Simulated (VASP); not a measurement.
Runs of VASP 6.6.1 on AlNi3. The structure is that of space group Pm-3m (No. 221), or close to it. The cells are those of the table. 

```tsv
task	level	potentials or basis	spin	fixed moment (μB)	cell	k mesh	cutoff (eV)	gap on the mesh (eV)	pressure (GPa)	moment (μB)
single point	PBE	VASP PAW PBE potentials, release 64 (Ni_sv_GW, Al)	collinear, ferromagnetic start	2.2	a = 3.523 Å, 4 atoms	6 × 6 × 6	690	-	9.9	2.20
relaxation of the atoms	PBE	VASP PAW PBE potentials, release 64 (Ni, Al)	collinear, ferromagnetic start	-	atoms relaxed from a = 3.664, b = 3.664, c = 3.523 Å, 4 atoms	6 × 6 × 6	520	none	-6.7	0.68
single point	PBE	VASP PAW PBE potentials, release 64 (Ni, Al)	collinear, ferromagnetic start	-	a = 3.594, b = 3.594, c = 3.523 Å, 4 atoms	6 × 6 × 6	520	none	(b)	0.69
single point	PBEsol	VASP PAW PBE potentials, release 64 (Ni, Al)	collinear, ferrimagnetic start	-	a = 3.523 Å, 4 atoms	8 × 8 × 8	520	none	(c)	(a)
single point	PBE	VASP PAW PBE potentials, release 64 (Ni_sv_GW, Al)	collinear, ferromagnetic start	4.5	a = 3.523 Å, 4 atoms	6 × 6 × 6	690	-	21.7	4.50
single point	r2SCAN	VASP PAW PBE potentials, release 64 (Ni, Al)	collinear, ferromagnetic start	-	a = 3.523 Å, 4 atoms	8 × 8 × 8	520	none	0.6	0.84
relaxation of cell and atoms	PBE+D4	VASP PAW PBE potentials, release 64 (Ni, Al)	collinear, ferromagnetic start	-	relaxed from a = 3.523 Å, 4 atoms	8 × 8 × 8	600	none	0.1	0.67
single point	PBE	VASP PAW PBE potentials, release 64 (Ni, Al)	collinear, ferromagnetic start	-	a = 3.558, b = 3.558, c = 3.523 Å, 4 atoms	6 × 6 × 6	520	none	3.5	0.69
```

Alike in all rows: smearing fermi-dirac 0.05 eV.

Task: Estimate the missing entries.

Result: (a) 0.62; (b) -0.3; (c) -0.5.

Caveats: the cell stands under pressure (at least some runs); the total moment is fixed, so each spin has its own Fermi level and the state may be an excited one (at least some runs); the PAW data sets were made with another functional, which shifts forces and pressure a little (at least some runs).

A gap of «none» marks levels without a gap at the run's occupations.

The runs don't all hold the same shells in valence.
